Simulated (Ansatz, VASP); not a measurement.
Two plane-wave programs on GaN

The input INCAR:

```
SYSTEM = GaN
PREC = Accurate
ENCUT = 520
EDIFF = 1E-6
ISMEAR = 0
SIGMA = 0.05
LREAL = .False.
LASPH = .True.
NELM = 100
ALGO = Normal
ISIF = 2
LWAVE = .False.
LCHARG = .True.
GGA = PE
LELF = .True.
LVHAR = .True.
NBANDS = 46
```

The input KPOINTS:

```
Automatic mesh
0
Gamma
  6 6 6
  0 0 0
```

POSCAR

```
GaN
1.0
    4.5484769745      0.0000000000      0.0000000000
    0.0000000000     -4.5484769745      0.0000000000
    0.0000000000      0.0000000000     -4.5484769745
Ga N
4 4
Direct
    0.0000000000      0.0000000000      0.0000000000
    0.5000000000      0.5000000000      0.0000000000
    0.5000000000      0.0000000000      0.5000000000
    0.0000000000      0.5000000000      0.5000000000
    0.7282355830      0.7282355830      0.7500000000
    0.2500000000      0.2500000000      0.7500000000
    0.2500000000      0.7500000000      0.2500000000
    0.7500000000      0.2500000000      0.2500000000
```

Input for Ansatz:

```yaml
crystal:
  lattice:
    - [4.5484769745, 0.0, 0.0]
    - [0.0, -4.5484769745, 0.0]
    - [0.0, 0.0, -4.5484769745]
  atoms:
    - { symbol: Ga, position: [0.0, 0.0, 0.0] }
    - { symbol: Ga, position: [0.5, 0.5, 0.0] }
    - { symbol: Ga, position: [0.5, 0.0, 0.5] }
    - { symbol: Ga, position: [0.0, 0.5, 0.5] }
    - { symbol: "N", position: [0.728235583, 0.728235583, 0.75] }
    - { symbol: "N", position: [0.25, 0.25, 0.75] }
    - { symbol: "N", position: [0.25, 0.75, 0.25] }
    - { symbol: "N", position: [0.75, 0.25, 0.25] }
basis:
  ecutwfc: 420
kpoints:
  mp_grid: { grid: [6, 6, 6] }
hamiltonian:
  xc: pbe
scf:
  occupations: { method: gaussian, width: 0.05 }
output:
  forces: true
  stress: true
  eigenvalues: true
```

Alike in both runs: task single point; functional PBE; k mesh 6 × 6 × 6; occupations gaussian, width 0.05 eV; no spin polarisation.

|  | VASP | Ansatz |
| --- | --- | --- |
| version | VASP 6.6.1 | Ansatz 0.2.0 |
| potentials or method | VASP PAW PBE potentials, release 64 (Ga_d, N), cutoff 520 eV | scalar-relativistic, plane waves, PAW |
| valence electrons in the cell | 72 | 72 |

```tsv
	VASP	Ansatz	Ansatz less VASP
gap on the k mesh at the Fermi level (eV)	1.47	1.46	-0.005
least direct gap on the mesh (eV)	1.47	1.46	-0.005
pressure (GPa)	0.6	0.6	-0.04
traceless stress, the component that is largest in VASP (GPa)	1.27	1.30	+0.031
rms of the force components (eV/Å)	0.561	0.568	+0.0068
```

Atom by atom the forces differ by 0.007 eV/Å (rms over components).
